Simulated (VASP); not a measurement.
# GaN (fl.b) (F-43m) in VASP: single point with LDA

Aim: the single point of GaN (fl.b) with LDA.

Everything below comes from runs of VASP 6.6.1. Logs are shortened: lines on timing, memory, paths and dates and some standing lists are left out, and cuts for length are marked.

## 1. The cell of the first run

The structure is cubic, space group F-43m (No. 216). The conventional cell has a = 4.500 Å, b = 4.500 Å, c = 4.500 Å, α = 90.00°, β = 90.00°, γ = 90.00°. Within 2.6 Å of Ga (site symmetry -43m) lie 4 N at 1.95 Å. N (site symmetry -43m) has 4 Ga at 1.95 Å within 2.6 Å.

## 2. Single point, LDA

INCAR

```
SYSTEM = GaN
PREC = Accurate
ENCUT = 600
EDIFF = 1E-6
ISMEAR = 0
SIGMA = 0.1
LREAL = .False.
LASPH = .True.
NELM = 120
ALGO = Normal
ISIF = 2
LWAVE = .False.
LCHARG = .False.
NBANDS = 16
GGA_COMPAT = .False.
```

KPOINTS

```
Automatic mesh
0
Gamma
  8 8 8
  0 0 0
```

POSCAR

```
GaN
1.0
    0.0000000000      2.2500000000      2.2500000000
    2.2500000000      0.0000000000      2.2500000000
    2.2500000000      2.2500000000      0.0000000000
Ga N
1 1
Direct
    0.0000000000      0.0000000000      0.0000000000
    0.2500000000      0.2500000000      0.2500000000
```

Potentials or basis: VASP PAW LDA potentials, release 64 (Ga_d, N).

Command:

```bash
cat potpaw_LDA.64/Ga_d/POTCAR potpaw_LDA.64/N/POTCAR > POTCAR
mpirun -np 1 vasp_std > vasp.out
```

OUTCAR:

```text
SYSTEM = GaN
   PREC = Accurate
   ENCUT = 600
   EDIFF = 1E-6
   ISMEAR = 0
   LREAL = .False.
   LASPH = .True.
   NELM = 120
   ISIF = 2

 ion  position               nearest neighbor table
   1  0.000  0.000  0.000-   2 1.95   2 1.95   2 1.95   2 1.95
   2  0.250  0.250  0.250-   1 1.95   1 1.95   1 1.95   1 1.95

  LATTYP: Found a face centered cubic cell.
 ALAT       =     4.5000000000

  Lattice vectors:

 A1 = (   0.0000000000,   2.2500000000,   2.2500000000)
 A2 = (   2.2500000000,   0.0000000000,   2.2500000000)
 A3 = (   2.2500000000,   2.2500000000,   0.0000000000)

Analysis of symmetry for initial positions (statically):
=====================================================================
 Subroutine PRICEL returns:
 Original cell was already a primitive cell.

 Routine SETGRP: Setting up the symmetry group for a
 face centered cubic supercell.

 Subroutine GETGRP returns: Found 24 space group operations
 (whereof 24 operations were pure point group operations)
 out of a pool of 48 trial point group operations.

The static configuration has the point symmetry T_d .

Analysis of symmetry for dynamics (positions and initial velocities):
=====================================================================
 Subroutine PRICEL returns:
 Original cell was already a primitive cell.

 Routine SETGRP: Setting up the symmetry group for a
 face centered cubic supercell.

 Subroutine GETGRP returns: Found 24 space group operations
 (whereof 24 operations were pure point group operations)
 out of a pool of 48 trial point group operations.

The dynamic configuration has the point symmetry T_d .

 Subroutine INISYM returns: Found 24 space group operations
 (whereof 24 operations are pure point group operations),
 and found     1 'primitive' translations

----------------------------------------------------------------------------------------

                                     Primitive cell

  volume of cell :      22.7812

  direct lattice vectors                    reciprocal lattice vectors
     0.000000000  2.250000000  2.250000000    -0.222222222  0.222222222  0.222222222
     2.250000000  0.000000000  2.250000000     0.222222222 -0.222222222  0.222222222
     2.250000000  2.250000000  0.000000000     0.222222222  0.222222222 -0.222222222

  length of vectors
     3.181980515  3.181980515  3.181980515     0.384900179  0.384900179  0.384900179

  position of ions in fractional coordinates (direct lattice)
     0.000000000  0.000000000  0.000000000
     0.250000000  0.250000000  0.250000000

[... 77 lines left out ...]
   LREAL  =      F    real-space projection
   EDIFFG = 0.1E-04   stopping-criterion for IOM
   NSW    =      0    number of steps for IOM
   IBRION =     -1    ionic relax: 0-MD 1-quasi-New 2-CG
   NFREE  =      0    steps in history (QN), initial steepest desc. (CG)
   ISIF   =      2    stress and relaxation
   ISYM   =      2    0-nonsym 1-usesym 2-fastsym
   POTIM  = 0.5000    time-step for ionic-motion
   TEBEG  =    0.0;   TEEND  =   0.0 temperature during run
   PSTRESS=    0.0 pullay stress
   NELECT =      18.0000    total number of electrons
   NUPDOWN=      -1.0000    fix difference up-down
   EMIN   =  10.00;   EMAX   =-10.00  energy-range for DOS
   EFERMI =   0.00;   METHOD = LEGACY
   ISMEAR =     0;   SIGMA  =   0.10  broadening in eV -4-tet -1-fermi 0-gaus
   EFERMI_NEDOS =   21; number of points for ismear=-14 and -15
   IALGO  =     38    algorithm
   IMIX   =      4    mixing-type and parameters
     AMIX     =   0.40;   BMIX     =  1.00
     AMIX_MAG =   1.60;   BMIX_MAG =  1.00
  volume/ion in A,a.u.               =      11.39        76.87
  Fermi-wavevector in a.u.,A,eV,Ry     =   1.513468  2.860039 31.165293  2.290584
  Thomas-Fermi vector in A             =   2.623255
   LORBIT       =      0    0 simple, 1 ext, 2 COOP (PROOUT), +10 PAW based schemes
   GGA     = CA    functional components
   LHFCALC =     F    Hartree Fock is set to
   AEXX    =    0.0000 exact exchange contribution
   IVDW    =     0    specifies the selected vdW correction
   LEPSILON=     F    determine dielectric tensor
   LRPA    =     F    only Hartree local field effects (RPA)
 non-spin polarized calculation
 Gauss-broadening in eV      SIGMA  =   0.10
  energy-cutoff  :      600.00
  volume of cell :       22.78
 maximum number of plane-waves:       778
 NGX is ok and might be reduce to    28
   NGX = 13   NGY = 13   NGZ = 13

 number of electron      18.0000005 magnetization

 Free energy of the ion-electron system (eV)
  ---------------------------------------------------
  ext. energy  EPLUGINS =         0.00000000
  ---------------------------------------------------
  free energy    TOTEN  =       -13.93620947 eV

  energy without entropy =      -13.93620947  energy(sigma->0) =      -13.93620947

 E-fermi :   5.6237     XC(G=0): -12.1431

 val. band max:        5.0825318501   @ k =   0.0000   0.0000   0.0000
 cond. band min:       6.8601615065   @ k =   0.0000   0.0000   0.0000
 fundamental gap:      1.7776296564
 Fermi energy:         5.6236882839

 k-point     1 :       0.0000    0.0000    0.0000
  band No.  band energies     occupation
      1     -10.7611      2.00000
      2      -8.4759      2.00000
      3      -8.4759      2.00000
      4      -8.4759      2.00000
      5      -8.1532      2.00000
      6      -8.1532      2.00000
[... 433 lines left out ...]
      3      -8.3080      2.00000
      4      -8.1741      2.00000
      5      -8.1197      2.00000
      6      -6.4324      2.00000
[... 8 lines left out ...]
     15      23.7646      0.00000
     16      26.0305      0.00000

 [... further k-points ...]

------------------------ aborting loop because EDIFF is reached ----------------------------------------

  FORCE on cell =-STRESS in cart. coord.  units (eV):
  Direction    XX          YY          ZZ          XY          YZ          ZX
  --------------------------------------------------------------------------------------
  -------------------------------------------------------------------------------------
  Total       -0.6770415     -0.6770415     -0.6770415     -0.0000000     -0.0000000      0.0000000
  in kB      -47.6154958    -47.6154958    -47.6154958     -0.0000000     -0.0000000      0.0000000
  external PRESSURE =     -47.6154958 kB  Pullay stress =       0.0000000 kB

 VOLUME and BASIS-vectors are now :
 -----------------------------------------------------------------------------
  energy-cutoff  :      600.00
  volume of cell :       22.78
      direct lattice vectors                 reciprocal lattice vectors
     0.000000000  2.250000000  2.250000000    -0.222222222  0.222222222  0.222222222
     2.250000000  0.000000000  2.250000000     0.222222222 -0.222222222  0.222222222
     2.250000000  2.250000000  0.000000000     0.222222222  0.222222222 -0.222222222

 POSITION                                       TOTAL-FORCE (eV/Angst)
 -----------------------------------------------------------------------------------
      0.00000      0.00000      0.00000        -0.000000     -0.000000      0.000000
      1.12500      1.12500      1.12500         0.000000      0.000000     -0.000000
 -----------------------------------------------------------------------------------
    total drift:                                0.000000      0.000000      0.000000

  FREE ENERGIE OF THE ION-ELECTRON SYSTEM (eV)
  ---------------------------------------------------
  free  energy   TOTEN  =       -13.9362094662 eV

  energy  without entropy=      -13.9362094662  energy(sigma->0) =      -13.93620947
```

OSZICAR:

```text
N       E                     dE             d eps       ncg     rms          rms(c)
DAV:   1     0.887842524319E+02    0.88784E+02   -0.10229E+04  1024   0.215E+03
DAV:   2    -0.984722175571E+01   -0.98631E+02   -0.90098E+02  1096   0.354E+02
DAV:   3    -0.158852433258E+02   -0.60380E+01   -0.60138E+01  1024   0.725E+01
DAV:   4    -0.159557426576E+02   -0.70499E-01   -0.70490E-01  1232   0.831E+00
DAV:   5    -0.159565947000E+02   -0.85204E-03   -0.85204E-03  1016   0.856E-01    0.749E+00
DAV:   6    -0.139945992006E+02    0.19620E+01   -0.49719E+00  1392   0.404E+01    0.266E+00
DAV:   7    -0.139641492482E+02    0.30450E-01   -0.24810E-01  1024   0.617E+00    0.167E+00
DAV:   8    -0.139396361402E+02    0.24513E-01   -0.73996E-02  1136   0.274E+00    0.728E-01
DAV:   9    -0.139361385358E+02    0.34976E-02   -0.10716E-02  1232   0.211E+00    0.229E-01
DAV:  10    -0.139362935791E+02   -0.15504E-03   -0.13104E-03  1200   0.449E-01    0.106E-01
DAV:  11    -0.139362075950E+02    0.85984E-04   -0.23762E-04  1376   0.280E-01    0.224E-02
DAV:  12    -0.139362096159E+02   -0.20208E-05   -0.16740E-05  1088   0.398E-02    0.656E-03
DAV:  13    -0.139362094662E+02    0.14970E-06   -0.52344E-07   680   0.143E-02
   1 F= -.13936209E+02 E0= -.13936209E+02  d E =-.632327E-16
```

Run time: 18 s. Hardware: 1 thread of Intel Xeon 8259CL, shared host; peak memory 0.15 GiB.

What came out:

- Free energy: -13.9362 eV
- Pressure: -4.8 GPa
- Band gap on the k mesh: 1.78 eV, direct
